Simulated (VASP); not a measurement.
Set up this calculation in VASP 6.6.1, as the native input.

```
Task                   : single point
Functional             : PBE
Potentials or basis    : VASP PAW PBE potentials, release 64 (Pt)
Cutoff                 : 520 eV
k mesh                 : 16 × 16 × 12
Occupations            : gaussian, width 0.15 eV
Spin                   : no spin polarisation
Dipole correction      : no
Further INCAR settings : ALGO = Fast; EDIFF = 1e-06; NBANDS = 17
```

The structure of Pt lies in POSCAR:

```
Pt
1.0
    0.0000000000     -1.9849647118     -1.9849647118
    0.0000000000      1.9849647118     -1.9849647118
    3.9699294236      0.0000000000      0.0000000000
Pt
2
Direct
    0.5179852064      0.4820147936      0.5000000000
   -0.0179852064      0.0179852064      0.0000000000
```

This cell differs from its parent crystal: atoms displaced along a vibrational mode.

These files were run (other wordings do the same):

INCAR

```
PREC = Accurate
ENCUT = 520
EDIFF = 1E-6
ISMEAR = 0
SIGMA = 0.15
LREAL = F
LASPH = T
NELM = 80
ALGO = Fast
ISIF = 2
LWAVE = F
LCHARG = F
GGA = PE
NBANDS = 17
```

KPOINTS

```
Automatic mesh
0
Gamma
  16 16 12
```

Potentials or basis: VASP PAW PBE potentials, release 64 (Pt).

Command:

```bash
$ cat potpaw_PBE.64/Pt/POTCAR > POTCAR
$ mpirun -np 1 vasp_std > vasp.out
```

Results of the run:

The pressure is 0.9 GPa, the largest force is 0.747 eV/Å and the band gap on the k mesh is zero (bands 10 and 11 overlap by 1.34 eV).

Caveat: the cell differs from its parent crystal (atoms displaced along a vibrational mode); spin-orbit coupling is left out, which moves the levels of the heavy elements.

It took 4.6 min on 1 thread of Intel Xeon 8259CL, with other jobs on the host, peak memory 0.34 GiB.
